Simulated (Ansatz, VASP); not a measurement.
**InB4Pt in VASP and in Ansatz**

```
In B Pt
1.0
     3.90369    0.00000    0.00000
     0.00000    3.90369    0.00000
     0.00000    0.00000    4.40291
In B Pt
1 4 1
Direct
  0.00000 0.00000 0.00000
  0.00000 0.50000 0.82024
  0.50000 0.00000 0.82024
  0.00000 0.50000 0.17976
  0.50000 0.00000 0.17976
  0.00000 0.00000 0.50000
```

Alike in both runs: task relaxation of cell and atoms; functional PBE; k mesh 4 × 4 × 4; occupations gaussian, width 0.1 eV; no spin polarisation.

|  | VASP | Ansatz |
| --- | --- | --- |
| version | VASP 6.6.1 | Ansatz 0.2.0 |
| potentials or method | VASP PAW PBE potentials, release 64 (In_d, B, Pt), cutoff 600 eV | scalar-relativistic, plane waves, PAW |
| valence electrons in the cell | 35 | 43 |

VASP gave:

- gap on the k mesh at the Fermi level, each at its own relaxed structure (eV): none
- relaxed volume (Å³/atom): 15.39
- relaxed cell length with the largest relative difference (Å): 4.325

Task: Estimate Ansatz's values.

Result: gap on the k mesh at the Fermi level, each at its own relaxed structure (eV): none; relaxed volume (Å³/atom): 15.41; relaxed cell length with the largest relative difference (Å): 4.327.

A gap of «none» marks a metal or a gap that the smearing closes. VASP's potentials hold 35 valence electrons a cell and Ansatz's 43, so a difference there can come from the potentials and not from the codes.

The k mesh is coarse, so the values compare programs but aren't converged. Spin-orbit coupling is off throughout. Noted on VASP's run: the volume moved by over 15 % at a fixed basis, so the end points are rough.
